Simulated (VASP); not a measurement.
Ir:

```
Ir
1.0
     0.00000    1.85952    1.85952
     1.85952    0.00000    1.85952
     1.85952    1.85952    0.00000
Ir
1
Direct
  0.00000 0.00000 0.00000
```

| Quantity | Value |
| --- | --- |
| Program | VASP 6.6.1 |
| Task | relaxation of cell and atoms |
| Functional | PBEsol |
| Potentials or basis | VASP PAW PBE potentials, release 64 (Ir) |
| Cutoff | 500 eV |
| k mesh | 10 × 10 × 10 |
| Occupations | gaussian, width 0.1 eV |
| Spin | no spin polarisation |

At the start: pressure 44.7 GPa; volume 12.86 Å³/atom.

Where does the relaxation end?

Over 5 steps the energy falls by 156.0 meV/atom and the volume is 14.08 Å³/atom (+9.5 %); space group Fm-3m (No. 225, to 0.05 Å).

The path:
| step | energy change (eV) | largest force (eV/Å) | pressure (GPa) | volume (Å³) |
| --- | --- | --- | --- | --- |
| 1 | 0.0000 | 0.0000 | 44.73 | 12.86 |
| 2 | 1.5593 | 0.0000 | -54.05 | 20.77 |
| 3 | -0.1500 | 0.0000 | -6.98 | 14.35 |
| 4 | -0.1558 | 0.0000 | -1.06 | 14.12 |
| 5 | -0.1560 | 0.0000 | 0.00 | 14.08 |

Final structure:
```yaml
crystal:
  lattice:
    - [0.00000, 1.91677, 1.91677]
    - [1.91677, 0.00000, 1.91677]
    - [1.91677, 1.91677, 0.00000]
  atoms:
    - { symbol: Ir, position: [0.00000, 0.00000, 0.00000] }
```

Caveat: the PAW data sets were made with another functional, which shifts forces and pressure a little.
